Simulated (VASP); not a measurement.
TiC, 2 atoms in the cell. The structure is cubic, space group Fm-3m (No. 225). The conventional cell has a = 4.331 Å, b = 4.331 Å, c = 4.331 Å, α = 90.00°, β = 90.00°, γ = 90.00°. Within 2.9 Å of Ti (site symmetry m-3m) lie 6 C at 2.17 Å. C (site symmetry m-3m) has 6 Ti at 2.17 Å within 2.9 Å. 

```yaml
Program: VASP 6.6.1
Task: relaxation of cell and atoms
Functional: PBE
Potentials_or_basis: VASP PAW PBE potentials, release 64 (Ti_sv, C)
Cutoff: 600 eV
k_mesh: 11 × 11 × 11
Occupations: fermi-dirac, width 0.05 eV
Spin: no spin polarisation
Dipole_correction: no
Further_INCAR_settings: ALGO = Normal; EDIFF = 1e-07; IBRION = 2; EDIFFG = -0.01; NSW = 60; ISIF = 3
```

Potentials or basis: VASP PAW PBE potentials, release 64 (Ti_sv, C).

Command:

```console
$ cat potpaw_PBE.64/Ti_sv/POTCAR potpaw_PBE.64/C/POTCAR > POTCAR
$ mpirun -np 1 vasp_std > vasp.out
```

Hardware: 1 thread of AMD EPYC 7R13, with other jobs on the host.

Question: How long does it take, and how much memory?

Answer: Wall time 69 s on 1 thread of AMD EPYC 7R13, with other jobs on the host, peak memory 0.13 GiB. Counts: scf iterations 34, k points 56, ion steps 3.
